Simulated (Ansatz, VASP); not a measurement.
This is a calculation of Hf for VASP 6.6.1.

Contents of INCAR:

```
SYSTEM = Hf
PREC = Accurate
ENCUT = 600
EDIFF = 1E-6
ISMEAR = -1
SIGMA = 0.05
LREAL = .FALSE.
LASPH = .TRUE.
NELM = 60
ALGO = Normal
ISIF = 3
LWAVE = .FALSE.
LCHARG = .FALSE.
GGA = RE
IVDW = 13
IBRION = 2
NSW = 80
EDIFFG = -0.02
```

Contents of KPOINTS:

```
Automatic mesh
0
G
  10 10 5
  0 0 0
```

The input POSCAR:

```
Hf
1.0
    3.1967000000      0.0000000000      0.0000000000
   -1.5983500000      2.7684234083      0.0000000000
    0.0000000000      0.0000000000      5.0578000000
Hf
2
Direct
    0.6666666667      0.3333333333      0.7500000000
    0.3333333333      0.6666666667      0.2500000000
```

Potentials or basis: VASP PAW PBE potentials, release 64 (Hf_pv).

Command:

```bash
$ cat potpaw_PBE.64/Hf_pv/POTCAR > POTCAR
$ mpirun -np 1 vasp_std > vasp.out
```

Q: Translate it to Ansatz 0.2.0. Potentials there: all-electron LAPW, scalar-relativistic.

A: As run (the cutoff follows the program's own potentials):

File input.yaml:

```yaml
crystal:
  lattice:
    - [3.1967, 0.0, 0.0]
    - [-1.59835, 2.7684234083, 0.0]
    - [0.0, 0.0, 5.0578]
  atoms:
    - { symbol: Hf, position: [0.6666666667, 0.3333333333, 0.75] }
    - { symbol: Hf, position: [0.3333333333, 0.6666666667, 0.25] }
kpoints:
  mp_grid: { grid: [10, 10, 5] }
scf:
  occupations: { method: fermi_dirac, width: 0.05 }
hamiltonian:
  xc: revpbe
  dispersion: d4
  pseudopotentials: { kind: all_electron, lapw: { basis_error: 0.001 } }
output:
  forces: true
  stress: true
relax:
  f_tol: 0.02
  max_steps: 60
  cell: {}
```

Potentials or basis: all-electron LAPW, scalar-relativistic.

Run with:

```bash
$ ansatz run input.yaml --threads 1 --pin off --max-ram 3072MiB --backend cpu --events-out ev --progress --plain --runs-dir out
```

Both were run:

|  | VASP | Ansatz | Ansatz less VASP |
| --- | --- | --- | --- |
| relaxed volume (Å³/atom) | 22.43 | 22.54 | +0.108 |
| relaxed cell length with the largest relative difference (Å) | 5.050 | 5.061 | +0.0111 |

VASP's potentials were made for PBE, not for revPBE. Ansatz ran all-electron here, and VASP with PAW potentials.

Neither program's run includes spin-orbit coupling.
